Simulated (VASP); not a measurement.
# Cr (Fm-3m) in VASP: a series of runs, part 2 of 2

VASP 6.6.1. The steps go on from the part before.

## 3. Single point, PBE (volume scaled by 0.91)

Contents of INCAR:

```
SYSTEM = Cr
ALGO     = Fast           ! electronic algorithm
EDIFF    = 1E-6           ! SCF threshold, eV
ENCUT    = 520            ! plane-wave cutoff, eV
GGA      = PE             ! functional
ISIF     = 2              ! what is computed and relaxed
ISMEAR   = 0              ! smearing method
LASPH    = .TRUE.         ! aspherical terms in the spheres
LCHARG   = .FALSE.        ! write CHGCAR
LREAL    = .FALSE.        ! projectors in reciprocal space
LWAVE    = .FALSE.        ! write WAVECAR
NBANDS   = 12             ! bands
NELM     = 100            ! most SCF steps
PREC     = Accurate       ! precision mode
SIGMA    = 0.1            ! smearing width, eV
```

Contents of KPOINTS:

```
k-points
0
G
  20 20 20
  0 0 0
```

Contents of POSCAR:

```
Cr
1.0
    0.0000000000      1.7547994750      1.7547994750
    1.7547994750      0.0000000000      1.7547994750
    1.7547994750      1.7547994750      0.0000000000
Cr
1
Direct
    0.0000000000      0.0000000000      0.0000000000
```

Potentials or basis: VASP PAW PBE potentials, release 64 (Cr_pv).

On the command line:

```
> cat potpaw_PBE.64/Cr_pv/POTCAR > POTCAR
> mpirun -np 1 vasp_std > vasp.out
```

OUTCAR:

```text
SYSTEM = Cr
   EDIFF = 1E-6
   ENCUT = 520
   GGA = PE
   ISIF = 2
   ISMEAR = 0
   LASPH = .TRUE.
   LREAL = .FALSE.
   NELM = 100
   PREC = Accurate

 ion  position               nearest neighbor table
   1  0.000  0.000  0.000-

  LATTYP: Found a face centered cubic cell.
 ALAT       =     3.5095989500

  Lattice vectors:

 A1 = (   0.0000000000,   1.7547994750,   1.7547994750)
 A2 = (   1.7547994750,   0.0000000000,   1.7547994750)
 A3 = (   1.7547994750,   1.7547994750,   0.0000000000)

Analysis of symmetry for initial positions (statically):
=====================================================================
 Subroutine PRICEL returns:
 Original cell was already a primitive cell.

 Routine SETGRP: Setting up the symmetry group for a
 face centered cubic supercell.

 Subroutine GETGRP returns: Found 48 space group operations
 (whereof 48 operations were pure point group operations)
 out of a pool of 48 trial point group operations.

The static configuration has the point symmetry O_h .

Analysis of symmetry for dynamics (positions and initial velocities):
=====================================================================
 Subroutine PRICEL returns:
 Original cell was already a primitive cell.

 Routine SETGRP: Setting up the symmetry group for a
 face centered cubic supercell.

 Subroutine GETGRP returns: Found 48 space group operations
 (whereof 48 operations were pure point group operations)
 out of a pool of 48 trial point group operations.

The dynamic configuration has the point symmetry O_h .

 Subroutine INISYM returns: Found 48 space group operations
 (whereof 48 operations are pure point group operations),
 and found     1 'primitive' translations

----------------------------------------------------------------------------------------

                                     Primitive cell

  volume of cell :      10.8072

  direct lattice vectors                    reciprocal lattice vectors
     0.000000000  1.754799475  1.754799475    -0.284932841  0.284932841  0.284932841
     1.754799475  0.000000000  1.754799475     0.284932841 -0.284932841  0.284932841
     1.754799475  1.754799475  0.000000000     0.284932841  0.284932841 -0.284932841

  length of vectors
     2.481661217  2.481661217  2.481661217     0.493518158  0.493518158  0.493518158

  position of ions in fractional coordinates (direct lattice)
     0.000000000  0.000000000  0.000000000

  ion indices of the primitive-cell ions
   primitive index   ion index
                 1           1

----------------------------------------------------------------------------------------

 KPOINTS: k-points

Automatic generation of k-mesh.
 Grid dimensions read from file:
 generate k-points for:   20   20   20

 Generating k-lattice:

  Cartesian coordinates                     Fractional coordinates (reciprocal lattice)
    -0.014246642  0.014246642  0.014246642     0.050000000  0.000000000  0.000000000
     0.014246642 -0.014246642  0.014246642     0.000000000  0.050000000  0.000000000
     0.014246642  0.014246642 -0.014246642     0.000000000  0.000000000  0.050000000

  Length of vectors
     0.024675908  0.024675908  0.024675908

  Shift w.r.t. Gamma in fractional coordinates (k-lattice)
     0.000000000  0.000000000  0.000000000

 Subroutine IBZKPT returns following result:
 ===========================================

 Found    256 irreducible k-points:

 Following reciprocal coordinates:
            Coordinates               Weight
  0.000000  0.000000  0.000000      1.000000
  0.050000  0.000000  0.000000      8.000000
  0.100000  0.000000  0.000000      8.000000
  0.150000  0.000000  0.000000      8.000000
  0.200000  0.000000  0.000000      8.000000
  0.250000  0.000000  0.000000      8.000000
[... 16 lines left out ...]
 -0.400000  0.050000  0.000000     24.000000
 -0.350000  0.050000  0.000000     24.000000
 [... further k-points ...]
   k-points           NKPTS =    256   k-points in BZ     NKDIM =    256   number of bands    NBANDS=     12
   number of dos      NEDOS =    301   number of ions     NIONS =      1
   total plane-waves  NPLWV =   5832
   dimension x,y,z NGX =    18 NGY =   18 NGZ =   18
   dimension x,y,z NGXF=    36 NGYF=   36 NGZF=   36
   ions per type =               1
   NGX,Y,Z   is equivalent  to a cutoff of  12.06, 12.06, 12.06 a.u.
   NGXF,Y,Z  is equivalent  to a cutoff of  24.12, 24.12, 24.12 a.u.
 SYSTEM =  Cr
   PREC   = accura    normal or accurate (medium, high low for compatibility)
   ISTART =      0    job   : 0-new  1-cont  2-samecut
   ICHARG =      2    charge: 1-file 2-atom 10-const
   ISPIN  =      1    spin polarized calculation?
   LNONCOLLINEAR =      F non collinear calculations
   LSORBIT =      F    spin-orbit coupling
   LASPH  =      T    aspherical Exc in radial PAW
   ENCUT  =  520.0 eV  38.22 Ry    6.18 a.u.   4.61  4.61  4.61*2*pi/ulx,y,z
   NELM   =    100;   NELMIN=  2; NELMDL= -5     # of ELM steps
   EDIFF  = 0.1E-05   stopping-criterion for ELM
   LREAL  =      F    real-space projection
   EDIFFG = 0.1E-04   stopping-criterion for IOM
   NSW    =      0    number of steps for IOM
   IBRION =     -1    ionic relax: 0-MD 1-quasi-New 2-CG
   NFREE  =      0    steps in history (QN), initial steepest desc. (CG)
   ISIF   =      2    stress and relaxation
   ISYM   =      2    0-nonsym 1-usesym 2-fastsym
   POTIM  = 0.5000    time-step for ionic-motion
   TEBEG  =    0.0;   TEEND  =   0.0 temperature during run
   PSTRESS=    0.0 pullay stress
   NELECT =      12.0000    total number of electrons
   NUPDOWN=      -1.0000    fix difference up-down
   EMIN   =  10.00;   EMAX   =-10.00  energy-range for DOS
   EFERMI =   0.00;   METHOD = LEGACY
   ISMEAR =     0;   SIGMA  =   0.10  broadening in eV -4-tet -1-fermi 0-gaus
   EFERMI_NEDOS =   21; number of points for ismear=-14 and -15
   IALGO  =     68    algorithm
   IMIX   =      4    mixing-type and parameters
     AMIX     =   0.40;   BMIX     =  1.00
     AMIX_MAG =   1.60;   BMIX_MAG =  1.00
  volume/ion in A,a.u.               =      10.81        72.93
  Fermi-wavevector in a.u.,A,eV,Ry     =   1.695240  3.203538 39.100930  2.873837
  Thomas-Fermi vector in A             =   2.776319
   LORBIT       =      0    0 simple, 1 ext, 2 COOP (PROOUT), +10 PAW based schemes
   GGA     = PE    functional components
   LHFCALC =     F    Hartree Fock is set to
   AEXX    =    0.0000 exact exchange contribution
   IVDW    =     0    specifies the selected vdW correction
   LEPSILON=     F    determine dielectric tensor
   LRPA    =     F    only Hartree local field effects (RPA)
 non-spin polarized calculation
 RMM-DIIS sequential band-by-band and
 Gauss-broadening in eV      SIGMA  =   0.10
  energy-cutoff  :      520.00
  volume of cell :       10.81
 maximum number of plane-waves:       303
   NGX =  9   NGY =  9   NGZ =  9

 number of electron      11.9999989 magnetization

 Free energy of the ion-electron system (eV)
  ---------------------------------------------------
  ext. energy  EPLUGINS =         0.00000000
  ---------------------------------------------------
  free energy    TOTEN  =        -9.04620136 eV

  energy without entropy =       -9.03857225  energy(sigma->0) =       -9.04238681

 E-fermi :  11.6688     XC(G=0): -14.0471

 val. band max:       11.6623452247   @ k =  -0.2500   0.1000   0.0000
 cond. band min:      11.6699866318   @ k =   0.5000   0.3000   0.0000
 fundamental gap:      0.0076414071
 Fermi energy:        11.6688069528

 k-point     1 :       0.0000    0.0000    0.0000
  band No.  band energies     occupation
      1     -30.5081      2.00000
      2     -30.5081      2.00000
      3     -30.5081      2.00000
      4       3.8752      2.00000
      5      11.1715      2.00000
      6      11.1715      2.00000
      7      11.1715      2.00000
      8      13.1846      0.00000
      9      13.1846      0.00000
     10      19.3186      0.00000
     11      32.0833      0.00000
     12      38.2938      0.00000

 k-point     2 :       0.0500    0.0000    0.0000
  band No.  band energies     occupation
      1     -30.5374      2.00000
      2     -30.5117      2.00000
      3     -30.5117      2.00000
      4       3.9861      2.00000
      5      11.1151      2.00000
      6      11.2104      2.00000
      7      11.2104      2.00000
      8      13.1615      0.00000
      9      13.1615      0.00000
     10      19.3187      0.00000
     11      32.1548      0.00000
     12      37.3421      0.00000
[... 316 lines left out ...]
 k-point    24 :      -0.3500    0.0500    0.0000
  band No.  band energies     occupation
      1     -31.4586      2.00000
      2     -30.6587      2.00000
      3     -30.6211      2.00000
      4       7.3252      2.00000
      5      11.1006      2.00000
      6      11.2310      2.00000
      7      11.2579      2.00000
      8      13.8860      0.00000
      9      14.4339      0.00000
     10      19.3166      0.00000
     11      24.7627      0.00000
     12      31.7002      0.00000

 [... further k-points ...]
[... 5 lines left out ...]
  --------------------------------------------------------------------------------------
  -------------------------------------------------------------------------------------
  Total        1.8222089      1.8222089      1.8222089     -0.0000000      0.0000000      0.0000000
  in kB      270.1445873    270.1445873    270.1445873     -0.0000000      0.0000000      0.0000000
  external PRESSURE =     270.1445873 kB  Pullay stress =       0.0000000 kB

 VOLUME and BASIS-vectors are now :
 -----------------------------------------------------------------------------
  energy-cutoff  :      520.00
  volume of cell :       10.81
      direct lattice vectors                 reciprocal lattice vectors
     0.000000000  1.754799475  1.754799475    -0.284932841  0.284932841  0.284932841
     1.754799475  0.000000000  1.754799475     0.284932841 -0.284932841  0.284932841
     1.754799475  1.754799475  0.000000000     0.284932841  0.284932841 -0.284932841

 POSITION                                       TOTAL-FORCE (eV/Angst)
 -----------------------------------------------------------------------------------
      0.00000      0.00000      0.00000         0.000000      0.000000      0.000000
 -----------------------------------------------------------------------------------
    total drift:                               -0.000000     -0.000000     -0.000000

  FREE ENERGIE OF THE ION-ELECTRON SYSTEM (eV)
  ---------------------------------------------------
  free  energy   TOTEN  =        -9.0462013615 eV

  energy  without entropy=       -9.0385722536  energy(sigma->0) =       -9.04238681
```

Wall time 40 s (1 thread of Intel Xeon 8259CL, shared host); peak memory 0.15 GiB.

What came out:

```yaml
Free_energy: -9.0462 eV
Pressure: 27.0 GPa
Band_gap_on_the_k_mesh: zero (band 6 reaches 14.53 eV, above the bottom of band 7 at 11.17 eV)
```

Levels at points of the mesh, in eV from the Fermi level:
| k point | band 4 | band 5 | band 6 | band 7 | band 8 | band 9 |
| --- | --- | --- | --- | --- | --- | --- |
| (0.00, 0.00, 0.00) | -7.79 | -0.50 | -0.50 | -0.50 | 1.52 | 1.52 |
| (0.50, 0.00, 0.00) | -4.29 | -0.65 | -0.65 | 1.08 | 2.89 | 2.89 |
| (0.50, 0.50, 0.00) | -4.64 | -3.72 | 2.86 | 3.25 | 3.25 | 4.22 |

Caveat: the run has no spin polarisation, though such a crystal can be magnetic. Spin polarisation is off, so any magnetic state and its effect on volume and gap are missing.

## 4. Single point, PBE (volume scaled by 0.94)

Contents of INCAR:

```
  PREC = Accurate
  ENCUT = 520
  EDIFF = 1E-6
  ISMEAR = 0
  SIGMA = 0.1
  LREAL = F
  LASPH = T
  NELM = 60
  ALGO = Normal
  ISIF = 2
  LWAVE = F
  LCHARG = T
  GGA = PE
  LELF = T
  LVHAR = T
  NBANDS = 12
```

Contents of KPOINTS:

```
regular mesh
0
Gamma
  20 20 20
```

Contents of POSCAR:

```
Cr
1.0
    0.0000000000      1.7738748768      1.7738748768
    1.7738748768      0.0000000000      1.7738748768
    1.7738748768      1.7738748768      0.0000000000
Cr
1
Direct
    0.0000000000      0.0000000000      0.0000000000
```

On the command line:

```
> cat potpaw_PBE.64/Cr_pv/POTCAR > POTCAR
> mpirun -np 1 vasp_std > vasp.out
```

It took 38 s on 1 thread of Intel Xeon 8259CL, shared host; peak memory 0.15 GiB.

The run converged. Its results:

```yaml
Free_energy: -9.0940 eV
Pressure: 16.3 GPa
Band_gap_on_the_k_mesh: zero (band 6 reaches 13.93 eV, above the bottom of band 7 at 10.73 eV)
```

Levels at points of the mesh, in eV from the Fermi level:
| k point | band 3 | band 4 | band 5 | band 6 | band 7 | band 8 | band 9 | band 10 |
| --- | --- | --- | --- | --- | --- | --- | --- | --- |
| (0.00, 0.00, 0.00) | -42.24 | -7.70 | -0.47 | -0.47 | -0.47 | 1.45 | 1.45 | 7.61 |
| (0.50, 0.00, 0.00) | -42.37 | -4.15 | -0.61 | -0.61 | 0.98 | 2.76 | 2.76 | 7.60 |
| (0.50, 0.50, 0.00) | -42.60 | -4.45 | -3.56 | 2.73 | 3.11 | 3.11 | 4.04 | 7.60 |

Caveat: the run has no spin polarisation, though such a crystal can be magnetic. Spin polarisation is off, so any magnetic state and its effect on volume and gap are missing.

## 5. The runs side by side

| cell | gap on the mesh (eV) | pressure (GPa) |
| --- | --- | --- |
| a = 2.454 Å, angles 60.0°, 1 atom | none | 39.1 |
| a = 2.482 Å, angles 60.0°, 1 atom | none | 27.0 |
| a = 2.509 Å, angles 60.0°, 1 atom | none | 16.3 |

Alike in all rows: task single point; level PBE; potentials or basis VASP PAW PBE potentials, release 64 (Cr_pv); no spin polarisation; k mesh 20 × 20 × 20; cutoff (eV) 520; smearing gaussian 0.1 eV.

Caveats: the run has no spin polarisation, though such a crystal can be magnetic.

Absolute energies hang on the potentials; compare differences alone.
